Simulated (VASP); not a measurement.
# SrZn31S32 (a cell with a defect) in VASP: single point with PBEsol

Aim: the single point of SrZn31S32 (a cell with a defect) with PBEsol.

Program: VASP 6.6.1. These are calculated values, not measurements. Logs are shortened: lines on timing, memory, paths and dates and some standing lists are left out, and cuts for length are marked.

### 1 The cell of the first run

The cell holds a defect, 64 atoms: a = 10.713 Å, b = 10.713 Å, c = 10.713 Å, α = 90.00°, β = 90.00°, γ = 90.00°.

### 2 Single point, PBEsol

The input, INCAR:

```
ALGO = Normal ; EDIFF = 1E-6
ENCUT = 400 ; GGA = PS
GGA_COMPAT = F ; ISIF = 2
ISMEAR = -1 ; ISYM = 0
LASPH = T ; LCHARG = F
LREAL = Auto ; LWAVE = F
NBANDS = 325 ; NELM = 120
PREC = Accurate ; SIGMA = 0.05
```

The input, KPOINTS:

```
Automatic mesh
0
Gamma
  1 1 1
  0.25 0.25 0.25
```

The input, POSCAR:

```
SrZn31S32
1.0
   10.7125360000      0.0000000000      0.0000000000
    0.0000000000     10.7125360000      0.0000000000
    0.0000000000      0.0000000000     10.7125360000
Zn Sr S
31 1 32
Direct
    0.0006410000      0.0005680000      0.0002690000
    0.9999140000      0.9999060000      0.5001910000
    0.9998650000      0.5005380000      0.9995370000
    0.0007890000      0.5007370000      0.5003870000
    0.5005540000      0.9998900000      0.9995640000
    0.5007310000      0.0006980000      0.5004110000
    0.5007610000      0.5007390000      0.0005500000
    0.2502120000      0.2501430000      0.0008060000
    0.2441130000      0.2440100000      0.5007010000
    0.2499910000      0.7512000000      0.0002310000
    0.2444350000      0.7572640000      0.5008780000
    0.7512370000      0.2498990000      0.0002430000
    0.7572030000      0.2445200000      0.5008100000
    0.7509660000      0.7509390000      0.0003530000
    0.7556540000      0.7555710000      0.5002470000
    0.2502570000      0.0009990000      0.2499460000
    0.2500770000      0.0005020000      0.7509860000
    0.2439880000      0.5009040000      0.2436870000
    0.2446560000      0.5010570000      0.7570430000
    0.7513370000      0.0004710000      0.2497510000
    0.7510970000      0.0005510000      0.7507520000
    0.7573830000      0.5010420000      0.2442870000
    0.7556870000      0.5003720000      0.7553380000
    0.0011210000      0.2502450000      0.2499020000
    0.0006080000      0.2499860000      0.7509490000
    0.0005460000      0.7512900000      0.2496590000
    0.0006520000      0.7509990000      0.7506910000
    0.5009820000      0.2440270000      0.2437700000
    0.5011460000      0.2446190000      0.7569420000
    0.5011180000      0.7573750000      0.2441740000
    0.5004750000      0.7556330000      0.7553690000
    0.4962030000      0.4970090000      0.4958280000
    0.1252700000      0.1252170000      0.1250060000
    0.1213950000      0.1213060000      0.6266810000
    0.1212920000      0.6269380000      0.1210040000
    0.1256650000      0.6256260000      0.6254580000
    0.6269820000      0.1213140000      0.1211130000
    0.6257130000      0.1255320000      0.6254540000
    0.6257220000      0.6256790000      0.1254510000
    0.6435060000      0.6434420000      0.6432420000
    0.3752880000      0.3752720000      0.1253890000
    0.3537150000      0.3536900000      0.6476130000
    0.3738740000      0.8790510000      0.1214940000
    0.3751160000      0.8758150000      0.6254590000
    0.8789850000      0.3738360000      0.1215870000
    0.8759150000      0.3750590000      0.6254460000
    0.8754540000      0.8754440000      0.1247170000
    0.8779890000      0.8779370000      0.6265390000
    0.3753210000      0.1256640000      0.3749760000
    0.3739350000      0.1219660000      0.8786710000
    0.3532020000      0.6484250000      0.3529000000
    0.3751570000      0.6257630000      0.8755810000
    0.8790040000      0.1219680000      0.3736170000
    0.8754850000      0.1250530000      0.8751390000
    0.8758940000      0.6258080000      0.3748150000
    0.8779360000      0.6268400000      0.8776330000
    0.1257530000      0.3752590000      0.3750190000
    0.1219360000      0.3738580000      0.8787200000
    0.1218670000      0.8790260000      0.3736070000
    0.1250900000      0.8754230000      0.8751280000
    0.6479800000      0.3536300000      0.3533400000
    0.6258030000      0.3751110000      0.8756030000
    0.6258110000      0.8758070000      0.3748070000
    0.6268710000      0.8779260000      0.8776850000
```

Potentials or basis: VASP PAW PBE potentials, release 64 (Zn, Sr_sv, S).

Launch:

```sh
$ cat potpaw_PBE.64/Zn/POTCAR potpaw_PBE.64/Sr_sv/POTCAR potpaw_PBE.64/S/POTCAR > POTCAR
$ mpirun -np 1 vasp_std > vasp.out
```

OUTCAR:

```text
EDIFF = 1E-6
   ENCUT = 400
   GGA = PS
   ISIF = 2
   ISMEAR = -1
   ISYM = 0
   LASPH = T
   LREAL = Auto
   NELM = 120
   PREC = Accurate

 ion  position               nearest neighbor table
   1  0.001  0.001  0.000-  33 2.31  60 2.32  47 2.32  54 2.32
   2  1.000  1.000  0.500-  34 2.28  59 2.29  53 2.29  48 2.29
   3  1.000  0.501  1.000-  35 2.28  58 2.29  45 2.29  56 2.29
   4  0.001  0.501  0.500-  36 2.32  55 2.32  46 2.32  57 2.32
   5  0.501  1.000  1.000-  37 2.29  43 2.29  50 2.29  64 2.29
   6  0.501  0.001  0.500-  38 2.32  44 2.32  63 2.32  49 2.32
   7  0.501  0.501  0.001-  39 2.32  52 2.32  62 2.32  41 2.32
   8  0.250  0.250  0.001-  33 2.31  50 2.31  58 2.31  41 2.32
   9  0.244  0.244  0.501-  42 2.29  34 2.30  49 2.32  57 2.32  32 3.83
  10  0.250  0.751  0.000-  43 2.31  35 2.31  60 2.31  52 2.32
  11  0.244  0.757  0.501-  51 2.29  59 2.30  44 2.31  36 2.32  32 3.88
  12  0.751  0.250  0.000-  45 2.31  37 2.31  54 2.31  62 2.32
  13  0.757  0.245  0.501-  61 2.29  53 2.30  46 2.31  38 2.32  32 3.89
  14  0.751  0.751  0.000-  47 2.31  64 2.31  56 2.31  39 2.32
  15  0.756  0.756  0.500-  40 2.29  48 2.29  55 2.32  63 2.32  32 3.92
  16  0.250  0.001  0.250-  43 2.31  59 2.31  33 2.31  49 2.32
  17  0.250  0.001  0.751-  50 2.31  34 2.31  60 2.31  44 2.32
  18  0.244  0.501  0.244-  51 2.29  35 2.30  57 2.32  41 2.32  32 3.82
  19  0.245  0.501  0.757-  42 2.29  58 2.30  52 2.31  36 2.32  32 3.89
  20  0.751  0.000  0.250-  53 2.31  37 2.31  47 2.31  63 2.32
  21  0.751  0.001  0.751-  54 2.31  48 2.31  64 2.31  38 2.32
  22  0.757  0.501  0.244-  61 2.29  45 2.30  55 2.31  39 2.32  32 3.88
  23  0.756  0.500  0.755-  40 2.29  56 2.29  62 2.32  46 2.32  32 3.93
  24  0.001  0.250  0.250-  33 2.31  45 2.31  53 2.31  57 2.32
  25  0.001  0.250  0.751-  58 2.31  34 2.31  54 2.31  46 2.32
  26  0.001  0.751  0.250-  59 2.31  35 2.31  47 2.31  55 2.32
  27  0.001  0.751  0.751-  60 2.31  48 2.31  56 2.31  36 2.32
  28  0.501  0.244  0.244-  61 2.29  37 2.30  49 2.32  41 2.32  32 3.83
  29  0.501  0.245  0.757-  42 2.29  50 2.30  62 2.31  38 2.32  32 3.89
  30  0.501  0.757  0.244-  51 2.29  43 2.30  63 2.31  39 2.32  32 3.88
  31  0.500  0.756  0.755-  40 2.29  64 2.29  52 2.32  44 2.32  32 3.93
  32  0.496  0.497  0.496-  51 2.71  42 2.71  61 2.71  40 2.73  18 3.82  28 3.83   9 3.83  30 3.88
                            11 3.88  22 3.88  19 3.89  13 3.89  29 3.89  15 3.92  31 3.93  23 3.93
  33  0.125  0.125  0.125-   1 2.31   8 2.31  24 2.31  16 2.31
  34  0.121  0.121  0.627-   2 2.28   9 2.30  25 2.31  17 2.31
  35  0.121  0.627  0.121-   3 2.28  18 2.30  10 2.31  26 2.31
  36  0.126  0.626  0.625-   4 2.32  11 2.32  19 2.32  27 2.32
  37  0.627  0.121  0.121-   5 2.29  28 2.30  12 2.31  20 2.31
  38  0.626  0.126  0.625-   6 2.32  13 2.32  29 2.32  21 2.32
[... 24 lines left out ...]
  63  0.626  0.876  0.375-  30 2.31  20 2.32   6 2.32  15 2.32
  64  0.627  0.878  0.878-   5 2.29  31 2.29  14 2.31  21 2.31

IMPORTANT INFORMATION: All symmetrisations will be switched off!
NOSYMM: (Re-)initialisation of all symmetry stuff for point group C_1.

----------------------------------------------------------------------------------------

                                     Primitive cell

  volume of cell :    1229.3538

  direct lattice vectors                    reciprocal lattice vectors
    10.712536000  0.000000000  0.000000000     0.093348578  0.000000000  0.000000000
     0.000000000 10.712536000  0.000000000     0.000000000  0.093348578  0.000000000
     0.000000000  0.000000000 10.712536000     0.000000000  0.000000000  0.093348578

  length of vectors
    10.712536000 10.712536000 10.712536000     0.093348578  0.093348578  0.093348578

  position of ions in fractional coordinates (direct lattice)
     0.000641000  0.000568000  0.000269000
     0.999914000  0.999906000  0.500191000
     0.999865000  0.500538000  0.999537000
     0.000789000  0.500737000  0.500387000
     0.500554000  0.999890000  0.999564000
     0.500731000  0.000698000  0.500411000
[... 56 lines left out ...]
     0.625811000  0.875807000  0.374807000
     0.626871000  0.877926000  0.877685000

  ion indices of the primitive-cell ions
   primitive index   ion index
                 1           1
                 2           2
                 3           3
                 4           4
                 5           5
                 6           6
[... 56 lines left out ...]
                63          63
                64          64

----------------------------------------------------------------------------------------

 KPOINTS: Automatic mesh

Automatic generation of k-mesh.
 Grid dimensions read from file:
 generate k-points for:    1    1    1

 Generating k-lattice:

  Cartesian coordinates                     Fractional coordinates (reciprocal lattice)
     0.093348578  0.000000000  0.000000000     1.000000000  0.000000000  0.000000000
     0.000000000  0.093348578  0.000000000     0.000000000  1.000000000  0.000000000
     0.000000000  0.000000000  0.093348578     0.000000000  0.000000000  1.000000000

  Length of vectors
     0.093348578  0.093348578  0.093348578

  Shift w.r.t. Gamma in fractional coordinates (k-lattice)
     0.250000000  0.250000000  0.250000000

 Subroutine IBZKPT returns following result:
 ===========================================

 Found      4 irreducible k-points:

 Following reciprocal coordinates:
            Coordinates               Weight
  0.250000  0.250000  0.250000      2.000000
 -0.250000  0.250000  0.250000      2.000000
 -0.250000 -0.250000  0.250000      2.000000
  0.250000 -0.250000  0.250000      2.000000
   k-points           NKPTS =      4   k-points in BZ     NKDIM =      4   number of bands    NBANDS=    325
   number of dos      NEDOS =    301   number of ions     NIONS =     64
   total plane-waves  NPLWV = 343000
   dimension x,y,z NGX =    70 NGY =   70 NGZ =   70
   dimension x,y,z NGXF=   140 NGYF=  140 NGZF=  140
   ions per type =              31   1  32
   NGX,Y,Z   is equivalent  to a cutoff of  10.86, 10.86, 10.86 a.u.
   NGXF,Y,Z  is equivalent  to a cutoff of  21.73, 21.73, 21.73 a.u.
 SYSTEM =  unknown system
   PREC   = accura    normal or accurate (medium, high low for compatibility)
   ISTART =      0    job   : 0-new  1-cont  2-samecut
   ICHARG =      2    charge: 1-file 2-atom 10-const
   ISPIN  =      1    spin polarized calculation?
   LNONCOLLINEAR =      F non collinear calculations
   LSORBIT =      F    spin-orbit coupling
   LASPH  =      T    aspherical Exc in radial PAW
   ENCUT  =  400.0 eV  29.40 Ry    5.42 a.u.  17.47 17.47 17.47*2*pi/ulx,y,z
   NELM   =    120;   NELMIN=  2; NELMDL= -5     # of ELM steps
   EDIFF  = 0.1E-05   stopping-criterion for ELM
   LREAL  =      T    real-space projection
   EDIFFG = 0.1E-04   stopping-criterion for IOM
   NSW    =      0    number of steps for IOM
   IBRION =     -1    ionic relax: 0-MD 1-quasi-New 2-CG
   NFREE  =      0    steps in history (QN), initial steepest desc. (CG)
   ISIF   =      2    stress and relaxation
   ISYM   =      0    0-nonsym 1-usesym 2-fastsym
   POTIM  = 0.5000    time-step for ionic-motion
   TEBEG  =    0.0;   TEEND  =   0.0 temperature during run
   PSTRESS=    0.0 pullay stress
   NELECT =     574.0000    total number of electrons
   NUPDOWN=      -1.0000    fix difference up-down
   EMIN   =  10.00;   EMAX   =-10.00  energy-range for DOS
   EFERMI =   0.00;   METHOD = LEGACY
   ISMEAR =    -1;   SIGMA  =   0.05  broadening in eV -4-tet -1-fermi 0-gaus
   EFERMI_NEDOS =   21; number of points for ismear=-14 and -15
   IALGO  =     38    algorithm
   IMIX   =      4    mixing-type and parameters
     AMIX     =   0.40;   BMIX     =  1.00
     AMIX_MAG =   1.60;   BMIX_MAG =  1.00
  volume/ion in A,a.u.               =      19.21       129.63
  Fermi-wavevector in a.u.,A,eV,Ry     =   1.270047  2.400041 21.946465  1.613020
  Thomas-Fermi vector in A             =   2.403056
   LORBIT       =      0    0 simple, 1 ext, 2 COOP (PROOUT), +10 PAW based schemes
   GGA     = PS    functional components
   LHFCALC =     F    Hartree Fock is set to
   AEXX    =    0.0000 exact exchange contribution
   IVDW    =     0    specifies the selected vdW correction
   LEPSILON=     F    determine dielectric tensor
   LRPA    =     F    only Hartree local field effects (RPA)
 non-spin polarized calculation
  energy-cutoff  :      400.00
  volume of cell :     1229.35
 maximum number of plane-waves:     22331
 NGX is ok and might be reduce to    70
   NGX = 35   NGY = 35   NGZ = 35

 number of electron     574.0000238 magnetization

 Free energy of the ion-electron system (eV)
  ---------------------------------------------------
  ext. energy  EPLUGINS =         0.00000000
  ---------------------------------------------------
  free energy    TOTEN  =      -243.99284092 eV

  energy without entropy =     -243.99284092  energy(sigma->0) =     -243.99284092

 E-fermi :   3.5792     XC(G=0):  -9.9905

 val. band max:        2.2355673182   @ k =  -0.2500  -0.2500   0.2500
 cond. band min:       5.2962542496   @ k =   0.2500  -0.2500   0.2500
 fundamental gap:      3.0606869314
 Fermi energy:         3.5792416450

 k-point     1 :       0.2500    0.2500    0.2500
  band No.  band energies     occupation
      1     -31.0583      2.00000
      2     -13.3843      2.00000
      3     -13.3833      2.00000
      4     -13.3720      2.00000
      5     -10.8935      2.00000
      6     -10.6064      2.00000
[... 1197 lines left out ...]
    298       6.4196      0.00000
    299       6.4399      0.00000
 [bands above 299 left out]

------------------------ aborting loop because EDIFF is reached ----------------------------------------

  FORCE on cell =-STRESS in cart. coord.  units (eV):
  Direction    XX          YY          ZZ          XY          YZ          ZX
  --------------------------------------------------------------------------------------
  -------------------------------------------------------------------------------------
  Total       12.0612880     12.0659140     12.0691452      0.0642243      0.0867806      0.1103938
  in kB       15.7190895     15.7251184     15.7293295      0.0837015      0.1130983      0.1438727
  external PRESSURE =      15.7245125 kB  Pullay stress =       0.0000000 kB

 VOLUME and BASIS-vectors are now :
 -----------------------------------------------------------------------------
  energy-cutoff  :      400.00
  volume of cell :     1229.35
      direct lattice vectors                 reciprocal lattice vectors
    10.712536000  0.000000000  0.000000000     0.093348578  0.000000000  0.000000000
     0.000000000 10.712536000  0.000000000     0.000000000  0.093348578  0.000000000
     0.000000000  0.000000000 10.712536000     0.000000000  0.000000000  0.093348578

 POSITION                                       TOTAL-FORCE (eV/Angst)
 -----------------------------------------------------------------------------------
      0.00687      0.00608      0.00288        -0.019516     -0.016880     -0.016758
     10.71161     10.71153      5.35831        -0.019069     -0.013101      0.001061
     10.71109      5.36203     10.70758        -0.017139     -0.006786     -0.013408
      0.00845      5.36416      5.36041        -0.014901     -0.019418     -0.014607
      5.36220     10.71136     10.70787        -0.002311     -0.010993     -0.015497
      5.36410      0.00748      5.36067        -0.015900     -0.011450     -0.016067
[... 56 lines left out ...]
      6.70402      9.38211      4.01513         0.018068      0.008356      0.024937
      6.71538      9.40481      9.40223         0.003637      0.019349      0.017748
 -----------------------------------------------------------------------------------
    total drift:                               -0.029395     -0.028781     -0.009477

  FREE ENERGIE OF THE ION-ELECTRON SYSTEM (eV)
  ---------------------------------------------------
  free  energy   TOTEN  =      -243.9928409223 eV

  energy  without entropy=     -243.9928409223  energy(sigma->0) =     -243.99284092
```

It took 41 min on 1 thread of Intel Xeon 8259CL, shared host; peak memory 1.1 GiB.

What came out:

```
Free energy            : -243.9928 eV
Pressure               : 1.6 GPa
Largest force          : 0.094 eV/Å
Band gap on the k mesh : 3.06 eV
```

Forces on the atoms (eV/Å):
```
Zn  -0.020 -0.017 -0.017
Zn  -0.019 -0.013  0.001
Zn  -0.017 -0.007 -0.013
Zn  -0.015 -0.019 -0.015
Zn  -0.002 -0.011 -0.015
Zn  -0.016 -0.011 -0.016
Zn  -0.017 -0.019 -0.016
Zn  -0.014 -0.013 -0.023
Zn  -0.009 -0.010 -0.007
Zn  -0.015 -0.011 -0.015
Zn  -0.024 -0.012 -0.009
Zn  -0.012 -0.012 -0.015
Zn  -0.015 -0.022 -0.005
Zn  -0.014 -0.016 -0.009
Zn  -0.010 -0.008 -0.021
Zn  -0.015 -0.020 -0.015
Zn  -0.016 -0.013 -0.012
Zn  -0.009 -0.009 -0.010
Zn  -0.025 -0.011 -0.015
Zn  -0.012 -0.010 -0.015
Zn  -0.020 -0.008 -0.018
Zn  -0.018 -0.010 -0.022
Zn  -0.010 -0.020 -0.011
Zn  -0.024 -0.015 -0.013
Zn  -0.016 -0.014 -0.013
Zn  -0.014 -0.012 -0.013
Zn  -0.011 -0.018 -0.015
Zn  -0.008 -0.007 -0.008
Zn  -0.008 -0.024 -0.016
Zn  -0.010 -0.013 -0.025
Zn  -0.019 -0.009 -0.011
Sr   0.060  0.047  0.056
S    0.017  0.015  0.015
S    0.021  0.020  0.013
S    0.019  0.013  0.018
S    0.008  0.020  0.019
S    0.013  0.016  0.017
S    0.020  0.010  0.019
S    0.021  0.019  0.006
S   -0.012 -0.013 -0.011
S    0.015  0.013  0.016
S   -0.023 -0.026  0.018
S    0.004  0.012  0.021
S    0.023  0.007  0.019
S    0.018  0.005  0.017
S    0.007  0.023  0.018
S    0.016  0.015  0.019
S    0.021  0.019  0.002
S    0.014  0.013  0.016
S    0.003  0.017  0.014
S   -0.026  0.017 -0.025
S    0.023  0.018  0.011
S    0.014  0.016  0.000
S    0.018  0.019  0.017
S    0.009  0.016  0.022
S    0.019  0.005  0.018
S    0.014  0.015  0.013
S    0.020  0.004  0.013
S    0.019  0.013  0.002
S    0.020  0.016  0.016
S    0.017 -0.023 -0.022
S    0.018  0.022  0.009
S    0.018  0.008  0.025
S    0.004  0.019  0.018
```

Caveat: the PAW data sets were made with another functional, which shifts forces and pressure a little.
